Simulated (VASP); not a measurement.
## BP: single point with PBE

The system is BP.

```xyz
2
Lattice="0.0000 2.2683 2.2683 2.2683 0.0000 2.2683 2.2683 2.2683 0.0000" Properties=species:S:1:pos:R:3 pbc="T T T"
B     0.0000    0.0000    0.0000
P     1.1342    1.1342    1.1342
```

```yaml
Program: VASP 6.6.1
Task: single point
Functional: PBE
Potentials_or_basis: VASP PAW PBE potentials, release 64 (B, P)
Cutoff: 520 eV
k_mesh: 6 × 6 × 6
Occupations: fermi-dirac, width 0.001 eV
Spin: no spin polarisation
```

* Pressure: 1.2 GPa
* Band gap on the k mesh: 1.33 eV, indirect (least direct gap 3.40 eV)

Levels at points of the mesh, in eV from the valence-band top:
```csv
k point,band 2,band 3,band 4,band 5,band 6,band 7
"(0.00, 0.00, 0.00)",0.00,0.00,0.00,3.40,3.40,3.40
"(0.50, 0.00, 0.00)",-9.04,-1.76,-1.76,3.79,4.71,4.71
"(0.50, 0.50, 0.00)",-8.59,-4.12,-4.12,1.33,1.66,12.13
```

It took 7.7 s on 1 thread of Intel Xeon 8259CL, on a shared host, peak memory 0.13 GiB.

A k mesh can miss the band edges.
